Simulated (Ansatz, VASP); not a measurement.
## Au in VASP and in Ansatz

INCAR

```
SYSTEM = Au
PREC = Accurate
ENCUT = 500
EDIFF = 1E-7
ISMEAR = -1
SIGMA = 0.05
LREAL = .False.
LASPH = .True.
NELM = 120
ALGO = Normal
ISIF = 3
LWAVE = .False.
LCHARG = .False.
GGA = B5
ALDAX = 1.0
AGGAX = 1.0
AGGAC = 1.0
ALDAC = 0.0
IVDW = 13
VDW_S6 = 1.0
VDW_S8 = 2.34076671
VDW_A1 = 0.44488865
VDW_A2 = 4.0933009
IBRION = 2
NSW = 60
EDIFFG = -0.01
GGA_COMPAT = .False.
NELMIN = 4
```

The input KPOINTS:

```
Automatic mesh
0
Gamma
  11 11 11
  0 0 0
```

POSCAR

```
Au
1.0
    0.0000000000      2.0350000000      2.0350000000
    2.0350000000      0.0000000000      2.0350000000
    2.0350000000      2.0350000000      0.0000000000
Au
1
Direct
    0.0000000000      0.0000000000      0.0000000000
```

Contents of input.yaml:

```yaml
crystal:
  lattice:
    - [0.0, 2.035, 2.035]
    - [2.035, 0.0, 2.035]
    - [2.035, 2.035, 0.0]
  atoms:
    - { symbol: Au, position: [0.0, 0.0, 0.0] }
hamiltonian:
  xc: blyp
  pseudopotentials: { kind: paw }
  dispersion: d4
kpoints:
  mp_grid: { grid: [11, 11, 11] }
scf:
  occupations: { method: fermi_dirac, width: 0.05 }
output:
  forces: true
  stress: true
relax:
  f_tol: 0.01
  max_steps: 40
  cell: { stress_tol: 0.05 }
```

Alike in both runs: task relaxation of cell and atoms; functional BLYP; dispersion D4; k mesh 11 × 11 × 11; occupations fermi-dirac, width 0.05 eV; no spin polarisation.

|  | VASP | Ansatz |
| --- | --- | --- |
| version | VASP 6.6.1 | Ansatz 0.2.0 |
| potentials or method | VASP PAW PBE potentials, release 64 (Au_sv_GW) | Ansatz PAW |
| plane-wave cutoff (eV) | 500 | 420 |
| valence electrons in the cell | 19 | 19 |

Ansatz gave:

- relaxed volume (Å³/atom): 17.89
- relaxed cell length with the largest relative difference (Å): 2.936

Task: Estimate VASP's values.

Result: Relaxed volume (Å³/atom): 17.69; relaxed cell length with the largest relative difference (Å): 2.925.

VASP's potentials were made for PBE, not for BLYP.

Spin-orbit coupling is off throughout. Noted on Ansatz's run: the plane-wave basis is chosen anew once the cell has moved, so the energies of steps on either side of that aren't comparable.
